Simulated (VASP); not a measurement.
Write the native input for VASP 6.6.1 that does the following.

```
Task                   : single point
Functional             : LDA
Potentials or basis    : VASP PAW LDA potentials, release 64 (Ti_sv, C)
Cutoff                 : 520 eV
k mesh                 : 9 × 9 × 1
Occupations            : gaussian, width 0.1 eV
Spin                   : collinear spin
Starting moments       : [0.0, 0.0, 0.0, 0.0, 2.0] μB
Dipole correction      : yes
Further INCAR settings : ALGO = Normal; EDIFF = 1e-06; NBANDS = 38; NELMDL = -8
```

The structure of Ti4C lies in POSCAR:

```
Ti4C
1.0
    2.8641158420      0.0000000000      0.0000000000
   -1.4320579210      2.4803970786      0.0000000000
    0.0000000000      0.0000000000     23.7412386371
Ti C
4 1
Direct
    0.6666666667      0.3333333333      0.1684832060
    0.3333333333      0.6666666667      0.2640000202
    0.6666666667      0.3333333333      0.3633628936
    0.3333333333      0.6666666667      0.4524295805
    1.0000000000      0.0000000000      0.5050805824
```

These files were run (other wordings do the same):

INCAR

```
PREC = Accurate ; ENCUT = 520
EDIFF = 1E-6 ; ISMEAR = 0
SIGMA = 0.1 ; LREAL = False
LASPH = True ; NELM = 200
ALGO = Normal ; ISIF = 2
LWAVE = False ; LCHARG = False
ISPIN = 2 ; MAGMOM = 0 0 0 0 2
LORBIT = 11 ; LMAXMIX = 4
LDIPOL = True ; IDIPOL = 3
DIPOL = 0.5 0.5 0.351 ; NBANDS = 38
GGA_COMPAT = False ; NELMDL = -8
```

KPOINTS

```
Automatic mesh
0
Gamma
  9 9 1
```

Potentials or basis: VASP PAW LDA potentials, release 64 (Ti_sv, C).

Run with:

```sh
$ cat potpaw_LDA.64/Ti_sv/POTCAR potpaw_LDA.64/C/POTCAR > POTCAR
$ mpirun -np 1 vasp_std > vasp.out
```

It gave:

```json
{
 "Largest force": "3.060 eV/Å",
 "Net moment": "-0.05 μB per cell",
 "Site moments": "Ti -0.06, -0.00, +0.01 (each value once); C +0.01 μB",
 "Valence electrons inside the program's atomic spheres": "Ti 10.29, 10.34, 10.41, 10.62; C 2.20"
}
```

It took 11 min on 1 thread of Intel Xeon 8259CL (shared host), peak memory 0.33 GiB.
